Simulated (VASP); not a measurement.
# FeGe (P2_13) in VASP: further runs

Runs on FeGe. Level: PBEsol. Tasks: single point.

Everything below comes from runs of VASP 6.6.1. Logs are shortened: lines on timing, memory, paths and dates and some standing lists are left out, and cuts for length are marked.

### Step 1. The cell of the first run

The structure is cubic, space group P2_13 (No. 198). The conventional cell has a = 4.344 Å, b = 4.344 Å, c = 4.344 Å, α = 90.00°, β = 90.00°, γ = 90.00°. Fe (site symmetry 3) has 7 Ge at 2.25 to 2.41 Å and 6 Fe at 2.67 Å within 3.0 Å. Ge (site symmetry 3) has 7 Fe at 2.25 to 2.41 Å and 6 Ge at 2.69 Å within 3.0 Å.

### Step 2. Single point, PBEsol (10.25 Å³/atom)

The input, INCAR:

```
PREC = Accurate ; ENCUT = 520
EDIFF = 1E-7 ; ISMEAR = 0
SIGMA = 0.03 ; LREAL = F
LASPH = T ; NELM = 60
ALGO = Normal ; ISIF = 2
LWAVE = F ; LCHARG = T
GGA = PS ; LELF = T
LVHAR = T ; NBANDS = 54
```

The input, KPOINTS:

```
regular mesh
0
Gamma
  10 10 10
```

The input, POSCAR:

```
FeGe
1.0
    4.3443754520      0.0000000000      0.0000000000
    0.0000000000      4.3443754520      0.0000000000
    0.0000000000      0.0000000000      4.3443754520
Fe Ge
4 4
Direct
    0.1408569755      0.1408569755      0.1408569755
    0.3591430245      0.8591430245      0.6408569755
    0.6408569755      0.3591430245      0.8591430245
    0.8591430245      0.6408569755      0.3591430245
    0.8413702668      0.8413702668      0.8413702668
    0.6586297332      0.1586297332      0.3413702668
    0.3413702668      0.6586297332      0.1586297332
    0.1586297332      0.3413702668      0.6586297332
```

Potentials or basis: VASP PAW PBE potentials, release 64 (Fe, Ge_d).

On the command line:

```bash
> cat potpaw_PBE.64/Fe/POTCAR potpaw_PBE.64/Ge_d/POTCAR > POTCAR
> mpirun -np 1 vasp_std > vasp.out
```

OUTCAR:

```text
PREC = Accurate
   ENCUT = 520
   EDIFF = 1E-7
   ISMEAR = 0
   LREAL = F
   LASPH = T
   NELM = 60
   ISIF = 2
   GGA = PS

 ion  position               nearest neighbor table
   1  0.141  0.141  0.141-   5 2.25   6 2.27   7 2.27   8 2.27   7 2.41   8 2.41   6 2.41   2 2.67
                             2 2.67   4 2.67   3 2.67   4 2.67   3 2.67
   2  0.359  0.859  0.641-   6 2.25   5 2.27   7 2.27   8 2.27   7 2.41   8 2.41   5 2.41   1 2.67
                             1 2.67   3 2.67   4 2.67   4 2.67   3 2.67
   3  0.641  0.359  0.859-   7 2.25   6 2.27   5 2.27   8 2.27   8 2.41   6 2.41   5 2.41   4 2.67
                             4 2.67   1 2.67   2 2.67   2 2.67   1 2.67
   4  0.859  0.641  0.359-   8 2.25   6 2.27   7 2.27   5 2.27   6 2.41   5 2.41   7 2.41   3 2.67
                             3 2.67   1 2.67   1 2.67   2 2.67   2 2.67
   5  0.841  0.841  0.841-   1 2.25   2 2.27   3 2.27   4 2.27   3 2.41   4 2.41   2 2.41   6 2.69
                             7 2.69   8 2.69   6 2.69   8 2.69   7 2.69
   6  0.659  0.159  0.341-   2 2.25   1 2.27   3 2.27   4 2.27   3 2.41   4 2.41   1 2.41   8 2.69
                             5 2.69   5 2.69   7 2.69   7 2.69   8 2.69
   7  0.341  0.659  0.159-   3 2.25   2 2.27   1 2.27   4 2.27   4 2.41   2 2.41   1 2.41   8 2.69
                             5 2.69   8 2.69   6 2.69   6 2.69   5 2.69
   8  0.159  0.341  0.659-   4 2.25   2 2.27   3 2.27   1 2.27   2 2.41   1 2.41   3 2.41   7 2.69
                             5 2.69   7 2.69   5 2.69   6 2.69   6 2.69

  LATTYP: Found a simple cubic cell.
 ALAT       =     4.3443754520

  Lattice vectors:

 A1 = (   4.3443754520,   0.0000000000,   0.0000000000)
 A2 = (   0.0000000000,   4.3443754520,   0.0000000000)
 A3 = (   0.0000000000,   0.0000000000,   4.3443754520)

Analysis of symmetry for initial positions (statically):
=====================================================================
 Subroutine PRICEL returns:
 Original cell was already a primitive cell.

 Routine SETGRP: Setting up the symmetry group for a
 simple cubic supercell.

 Subroutine GETGRP returns: Found 12 space group operations
 (whereof  3 operations were pure point group operations)
 out of a pool of 48 trial point group operations.

The static configuration has the point symmetry C_3 .
 The point group associated with its full space group is T   .

Analysis of symmetry for dynamics (positions and initial velocities):
=====================================================================
 Subroutine PRICEL returns:
 Original cell was already a primitive cell.

 Routine SETGRP: Setting up the symmetry group for a
 simple cubic supercell.

 Subroutine GETGRP returns: Found 12 space group operations
 (whereof  3 operations were pure point group operations)
 out of a pool of 48 trial point group operations.

The dynamic configuration has the point symmetry C_3 .
 The point group associated with its full space group is T   .

 Subroutine INISYM returns: Found 12 space group operations
 (whereof  3 operations are pure point group operations),
 and found     1 'primitive' translations

----------------------------------------------------------------------------------------

                                     Primitive cell

  volume of cell :      81.9940

  direct lattice vectors                    reciprocal lattice vectors
     4.344375452  0.000000000  0.000000000     0.230182684  0.000000000  0.000000000
     0.000000000  4.344375452  0.000000000     0.000000000  0.230182684  0.000000000
     0.000000000  0.000000000  4.344375452     0.000000000  0.000000000  0.230182684

  length of vectors
     4.344375452  4.344375452  4.344375452     0.230182684  0.230182684  0.230182684

  position of ions in fractional coordinates (direct lattice)
     0.140856976  0.140856976  0.140856976
     0.359143024  0.859143024  0.640856976
     0.640856976  0.359143024  0.859143024
     0.859143024  0.640856976  0.359143024
     0.841370267  0.841370267  0.841370267
     0.658629733  0.158629733  0.341370267
     0.341370267  0.658629733  0.158629733
     0.158629733  0.341370267  0.658629733

  ion indices of the primitive-cell ions
   primitive index   ion index
                 1           1
                 2           2
                 3           3
                 4           4
                 5           5
                 6           6
                 7           7
                 8           8

----------------------------------------------------------------------------------------

 KPOINTS: regular mesh

Automatic generation of k-mesh.
 Grid dimensions read from file:
 generate k-points for:   10   10   10

 Generating k-lattice:

  Cartesian coordinates                     Fractional coordinates (reciprocal lattice)
     0.023018268  0.000000000  0.000000000     0.100000000  0.000000000  0.000000000
     0.000000000  0.023018268  0.000000000     0.000000000  0.100000000  0.000000000
     0.000000000  0.000000000  0.023018268     0.000000000  0.000000000  0.100000000

  Length of vectors
     0.023018268  0.023018268  0.023018268

  Shift w.r.t. Gamma in fractional coordinates (k-lattice)
     0.000000000  0.000000000  0.000000000

 Subroutine IBZKPT returns following result:
 ===========================================

 Found     76 irreducible k-points:

 Following reciprocal coordinates:
            Coordinates               Weight
  0.000000  0.000000  0.000000      1.000000
  0.100000  0.000000  0.000000      6.000000
  0.200000  0.000000  0.000000      6.000000
  0.300000  0.000000  0.000000      6.000000
  0.400000  0.000000  0.000000      6.000000
  0.500000  0.000000  0.000000      3.000000
[... 16 lines left out ...]
  0.300000  0.300000  0.000000     12.000000
  0.400000  0.300000  0.000000     12.000000
 [... further k-points ...]
   k-points           NKPTS =     76   k-points in BZ     NKDIM =     76   number of bands    NBANDS=     54
   number of dos      NEDOS =    301   number of ions     NIONS =      8
   total plane-waves  NPLWV =  32768
   dimension x,y,z NGX =    32 NGY =   32 NGZ =   32
   dimension x,y,z NGXF=    64 NGYF=   64 NGZF=   64
   ions per type =               4   4
   NGX,Y,Z   is equivalent  to a cutoff of  12.25, 12.25, 12.25 a.u.
   NGXF,Y,Z  is equivalent  to a cutoff of  24.49, 24.49, 24.49 a.u.
 SYSTEM =  unknown system
   PREC   = accura    normal or accurate (medium, high low for compatibility)
   ISTART =      0    job   : 0-new  1-cont  2-samecut
   ICHARG =      2    charge: 1-file 2-atom 10-const
   ISPIN  =      1    spin polarized calculation?
   LNONCOLLINEAR =      F non collinear calculations
   LSORBIT =      F    spin-orbit coupling
   LASPH  =      T    aspherical Exc in radial PAW
   ENCUT  =  520.0 eV  38.22 Ry    6.18 a.u.   8.08  8.08  8.08*2*pi/ulx,y,z
   NELM   =     60;   NELMIN=  2; NELMDL= -5     # of ELM steps
   EDIFF  = 0.1E-06   stopping-criterion for ELM
   LREAL  =      F    real-space projection
   EDIFFG = 0.1E-05   stopping-criterion for IOM
   NSW    =      0    number of steps for IOM
   IBRION =     -1    ionic relax: 0-MD 1-quasi-New 2-CG
   NFREE  =      0    steps in history (QN), initial steepest desc. (CG)
   ISIF   =      2    stress and relaxation
   ISYM   =      2    0-nonsym 1-usesym 2-fastsym
   POTIM  = 0.5000    time-step for ionic-motion
   TEBEG  =    0.0;   TEEND  =   0.0 temperature during run
   PSTRESS=    0.0 pullay stress
   NELECT =      88.0000    total number of electrons
   NUPDOWN=      -1.0000    fix difference up-down
   EMIN   =  10.00;   EMAX   =-10.00  energy-range for DOS
   EFERMI =   0.00;   METHOD = LEGACY
   ISMEAR =     0;   SIGMA  =   0.03  broadening in eV -4-tet -1-fermi 0-gaus
   EFERMI_NEDOS =   21; number of points for ismear=-14 and -15
   IALGO  =     38    algorithm
   IMIX   =      4    mixing-type and parameters
     AMIX     =   0.40;   BMIX     =  1.00
     AMIX_MAG =   1.60;   BMIX_MAG =  1.00
  volume/ion in A,a.u.               =      10.25        69.17
  Fermi-wavevector in a.u.,A,eV,Ry     =   1.676133  3.167431 38.224486  2.809420
  Thomas-Fermi vector in A             =   2.760629
   LORBIT       =      0    0 simple, 1 ext, 2 COOP (PROOUT), +10 PAW based schemes
   GGA     = PS    functional components
   LHFCALC =     F    Hartree Fock is set to
   AEXX    =    0.0000 exact exchange contribution
   IVDW    =     0    specifies the selected vdW correction
   LEPSILON=     F    determine dielectric tensor
   LRPA    =     F    only Hartree local field effects (RPA)
 non-spin polarized calculation
 Gauss-broadening in eV      SIGMA  =   0.03
  energy-cutoff  :      520.00
  volume of cell :       81.99
 maximum number of plane-waves:      2272
   NGX = 17   NGY = 17   NGZ = 17

 number of electron      87.9999916 magnetization

 Free energy of the ion-electron system (eV)
  ---------------------------------------------------
  ext. energy  EPLUGINS =         0.00000000
  ---------------------------------------------------
  free energy    TOTEN  =       -55.20092032 eV

  energy without entropy =      -55.20070847  energy(sigma->0) =      -55.20081440

 E-fermi :  10.7107     XC(G=0): -14.3743

 val. band max:       10.6661684643   @ k =  -0.1000   0.5000   0.0000
 cond. band min:      10.7488831996   @ k =   0.4000   0.2000   0.0000
 fundamental gap:      0.0827147353
 Fermi energy:        10.7106582971

 k-point     1 :       0.0000    0.0000    0.0000
  band No.  band energies     occupation
      1     -14.0381      2.00000
      2     -14.0381      2.00000
      3     -14.0381      2.00000
      4     -13.9797      2.00000
      5     -13.9797      2.00000
      6     -13.9797      2.00000
[... 46 lines left out ...]
     53      15.5345      0.00000
     54      15.5345      0.00000

 k-point     2 :       0.1000    0.0000    0.0000
  band No.  band energies     occupation
      1     -14.0411      2.00000
      2     -14.0368      2.00000
      3     -14.0362      2.00000
      4     -13.9819      2.00000
      5     -13.9796      2.00000
      6     -13.9758      2.00000
[... 46 lines left out ...]
     53      15.6406      0.00000
     54      15.6959      0.00000

 k-point     3 :       0.2000    0.0000    0.0000
  band No.  band energies     occupation
      1     -14.0438      2.00000
      2     -14.0338      2.00000
      3     -14.0335      2.00000
      4     -13.9855      2.00000
      5     -13.9812      2.00000
      6     -13.9679      2.00000
[... 46 lines left out ...]
     53      15.8227      0.00000
     54      15.9290      0.00000
[... 1084 lines left out ...]
 k-point    23 :       0.3000    0.3000    0.0000
  band No.  band energies     occupation
      1     -14.0428      2.00000
      2     -14.0344      2.00000
      3     -14.0267      2.00000
      4     -13.9998      2.00000
      5     -13.9772      2.00000
      6     -13.9621      2.00000
[... 46 lines left out ...]
     53      15.3695      0.00000
     54      15.7393      0.00000

 k-point    24 :       0.4000    0.3000    0.0000
  band No.  band energies     occupation
      1     -14.0387      2.00000
      2     -14.0323      2.00000
      3     -14.0239      2.00000
      4     -14.0024      2.00000
      5     -13.9907      2.00000
      6     -13.9734      2.00000
[... 46 lines left out ...]
     53      15.4175      0.00000
     54      16.0201      0.00000

 [... further k-points ...]
[... 5 lines left out ...]
  --------------------------------------------------------------------------------------
  -------------------------------------------------------------------------------------
  Total       23.7530310     23.7530310     23.7530310      0.0000000     -0.0000000      0.0000000
  in kB      464.1384693    464.1384693    464.1384693      0.0000000     -0.0000000      0.0000000
  external PRESSURE =     464.1384693 kB  Pullay stress =       0.0000000 kB

 VOLUME and BASIS-vectors are now :
 -----------------------------------------------------------------------------
  energy-cutoff  :      520.00
  volume of cell :       81.99
      direct lattice vectors                 reciprocal lattice vectors
     4.344375452  0.000000000  0.000000000     0.230182684  0.000000000  0.000000000
     0.000000000  4.344375452  0.000000000     0.000000000  0.230182684  0.000000000
     0.000000000  0.000000000  4.344375452     0.000000000  0.000000000  0.230182684

 POSITION                                       TOTAL-FORCE (eV/Angst)
 -----------------------------------------------------------------------------------
      0.61194      0.61194      0.61194         0.022281      0.022281      0.022281
      1.56025      3.73244      2.78412        -0.022281     -0.022281      0.022281
      2.78412      1.56025      3.73244         0.022281     -0.022281     -0.022281
      3.73244      2.78412      1.56025        -0.022281      0.022281     -0.022281
      3.65523      3.65523      3.65523         0.000438      0.000438      0.000438
      2.86133      0.68915      1.48304        -0.000438     -0.000438      0.000438
      1.48304      2.86133      0.68915         0.000438     -0.000438     -0.000438
      0.68915      1.48304      2.86133        -0.000438      0.000438     -0.000438
 -----------------------------------------------------------------------------------
    total drift:                               -0.000000      0.000001      0.000000

  FREE ENERGIE OF THE ION-ELECTRON SYSTEM (eV)
  ---------------------------------------------------
  free  energy   TOTEN  =       -55.2009203202 eV

  energy  without entropy=      -55.2007084720  energy(sigma->0) =      -55.20081440
```

Wall time 3.1 min (1 thread of Intel Xeon Platinum 8488C (Sapphire Rapids), shared host); peak memory 0.36 GiB.

Results:

| Quantity | Value |
| --- | --- |
| Free energy | -55.2009 eV |
| Pressure | 46.4 GPa |
| Largest force | 0.039 eV/Å |
| Band gap on the k mesh | 0.08 eV (least direct gap 0.13 eV) |

Forces on the atoms (eV/Å):
```
Fe   0.022  0.022  0.022
Fe  -0.022 -0.022  0.022
Fe   0.022 -0.022 -0.022
Fe  -0.022  0.022 -0.022
Ge   0.000  0.000  0.000
Ge   0.000  0.000  0.000
Ge   0.000  0.000  0.000
Ge   0.000  0.000  0.000
```

Caveat: the cell stands under pressure; the PAW data sets were made with another functional, which shifts forces and pressure a little. A k mesh can miss the band edges.

### Step 3. Single point, PBEsol (10.64 Å³/atom)

This run uses another cell than the first one, of 10.64 Å³/atom.

The input, INCAR:

```
SYSTEM = FeGe
ALGO = Normal ; EDIFF = 1E-7
ENCUT = 520 ; GGA = PS
ISIF = 2 ; ISMEAR = 0
LASPH = .True. ; LCHARG = .True.
LELF = .True. ; LREAL = .False.
LVHAR = .True. ; LWAVE = .False.
NBANDS = 54 ; NELM = 80
PREC = Accurate ; SIGMA = 0.03
```

The input, KPOINTS:

```
k-points
0
Gamma
  10 10 10
  0 0 0
```

The input, POSCAR:

```
FeGe
1.0
    4.3986857678      0.0000000000      0.0000000000
    0.0000000000      4.3986857678      0.0000000000
    0.0000000000      0.0000000000      4.3986857678
Fe Ge
4 4
Direct
    0.1396676421      0.1396676421      0.1396676421
    0.3603323579      0.8603323579      0.6396676421
    0.6396676421      0.3603323579      0.8603323579
    0.8603323579      0.6396676421      0.3603323579
    0.8408529357      0.8408529357      0.8408529357
    0.6591470643      0.1591470643      0.3408529357
    0.3408529357      0.6591470643      0.1591470643
    0.1591470643      0.3408529357      0.6591470643
```

Potentials or basis: VASP PAW PBE potentials, release 64 (Fe, Ge_d).

On the command line:

```bash
> cat potpaw_PBE.64/Fe/POTCAR potpaw_PBE.64/Ge_d/POTCAR > POTCAR
> mpirun -np 1 vasp_std > vasp.out
```

Run time: 4.3 min. Hardware: 1 thread of Intel Xeon Platinum 8488C (Sapphire Rapids), shared host; peak memory 0.38 GiB.

It converged, with:

```
Free energy            : -55.9624 eV
Pressure               : 32.5 GPa
Largest force          : 0.036 eV/Å
Band gap on the k mesh : 0.09 eV (least direct gap 0.13 eV)
```

Forces on the atoms (eV/Å):
```
Fe   0.021  0.021  0.021
Fe  -0.021 -0.021  0.021
Fe   0.021 -0.021 -0.021
Fe  -0.021  0.021 -0.021
Ge   0.001  0.001  0.001
Ge  -0.001 -0.001  0.001
Ge   0.001 -0.001 -0.001
Ge  -0.001  0.001 -0.001
```

Levels at points of the mesh, in eV from the valence-band top:
| k point | band 40 | band 41 | band 42 | band 43 | band 44 | band 45 | band 46 | band 47 | band 48 | band 49 |
| --- | --- | --- | --- | --- | --- | --- | --- | --- | --- | --- |
| (0.00, 0.00, 0.00) | -0.26 | -0.26 | -0.26 | -0.08 | -0.08 | 0.61 | 0.61 | 0.61 | 2.91 | 2.91 |
| (0.50, 0.00, 0.00) | -1.29 | -0.41 | -0.41 | -0.02 | -0.02 | 0.17 | 0.17 | 1.84 | 1.84 | 2.11 |
| (0.50, 0.50, 0.00) | -1.27 | -1.09 | -1.09 | -0.36 | -0.36 | 0.62 | 0.62 | 1.22 | 1.22 | 2.65 |
| (0.50, 0.50, 0.50) | -0.74 | -0.65 | -0.65 | -0.65 | -0.65 | 0.40 | 0.40 | 0.40 | 0.40 | 5.72 |

Caveat: the cell stands under pressure; the PAW data sets were made with another functional, which shifts forces and pressure a little. Spin polarisation is off, so any magnetic state and its effect on volume and gap are missing.
